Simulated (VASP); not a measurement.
# AlRu: single point with PBE

AlRu:

```
Al Ru
1.0
     3.13936    0.00000    0.00000
     0.00000    3.13936    0.00000
     0.00000    0.00000    2.89555
Al Ru
1 1
Direct
  0.00000 0.00000 0.00000
  0.50000 0.50000 0.50000
```

This cell differs from its parent crystal: biaxial strain in the a-b plane: +4.5 %, then relaxed in part.

```yaml
Program: VASP 6.6.1
Task: single point
Functional: PBE
Potentials_or_basis: VASP PAW PBE potentials, release 64 (Al, Ru_pv)
Cutoff: 520 eV
k_mesh: 18 × 18 × 18
Occupations: gaussian, width 0.1 eV
Spin: no spin polarisation
Dipole_correction: no
Further_INCAR_settings: ALGO = Fast; EDIFF = 1e-07; NBANDS = 16
```

| Property | Result |
| --- | --- |
| Pressure | -8.8 GPa |
| Band gap on the k mesh | zero (an odd number of electrons rules out a gap without spin polarisation) |

Stress tensor (GPa, compression positive):
```
-13.16   0.00   0.00
  0.00 -13.16   0.00
  0.00   0.00  -0.10
```

Levels at points of the mesh, in eV from the Fermi level:
```
           k point  band 5  band 6  band 7  band 8  band 9  band 10  band 11  band 12  band 13  band 14
(0.00, 0.00, 0.00)   -3.30   -3.30   -0.20    0.32    0.32     4.95     4.95     7.40    10.12    10.63
(0.50, 0.00, 0.00)   -5.63   -2.69   -1.80   -0.91    0.49     1.60     7.33     9.95    11.27    12.11
(0.50, 0.50, 0.00)   -3.08   -1.65   -1.65   -0.61   -0.61     1.03     4.15     5.19    11.33    14.43
(0.00, 0.00, 0.50)   -4.82   -2.34   -1.83   -1.83    0.15     2.86     7.42    10.02    10.02    11.74
(0.50, 0.00, 0.50)   -2.73   -1.48   -1.45   -1.19   -0.92     1.42     5.36     5.65     9.52    13.49
(0.50, 0.50, 0.50)   -4.36   -4.25    1.17    1.67    2.17     3.82     3.82     4.28     7.17     8.21
```

Wall time 3.4 min on 1 thread of Intel Xeon 8259CL, with other jobs on the host, peak memory 0.34 GiB.

Caveat: the cell differs from its parent crystal (biaxial strain in the a-b plane: +4.5 %, then relaxed in part); the cell stands under tension.
